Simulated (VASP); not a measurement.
Input of a VASP 6.6.1 run:

Contents of INCAR:

```
SYSTEM = Al
PREC = Accurate
ENCUT = 520
EDIFF = 1E-7
ISMEAR = 0
SIGMA = 0.1
LREAL = .FALSE.
LASPH = .TRUE.
NELM = 80
ALGO = Normal
ISIF = 2
LWAVE = .FALSE.
LCHARG = .FALSE.
GGA = PE
NBANDS = 8
```

The input KPOINTS:

```
regular mesh
0
G
  24 24 24
  0 0 0
```

Contents of POSCAR:

```
Al
1.0
    0.0000000000      2.0196660777      2.0196660777
    2.0196660777      0.0000000000      2.0196660777
    2.0196660777      2.0196660777      0.0000000000
Al
1
Direct
    0.5000000000      0.5000000000      0.5000000000
```

Potentials or basis: VASP PAW PBE potentials, release 64 (Al).

Command:

```sh
$ cat potpaw_PBE.64/Al/POTCAR > POTCAR
$ mpirun -np 1 vasp_std > vasp.out
```

(1) What does it give for the pressure?

## Answers

(1) 0.0 GPa.
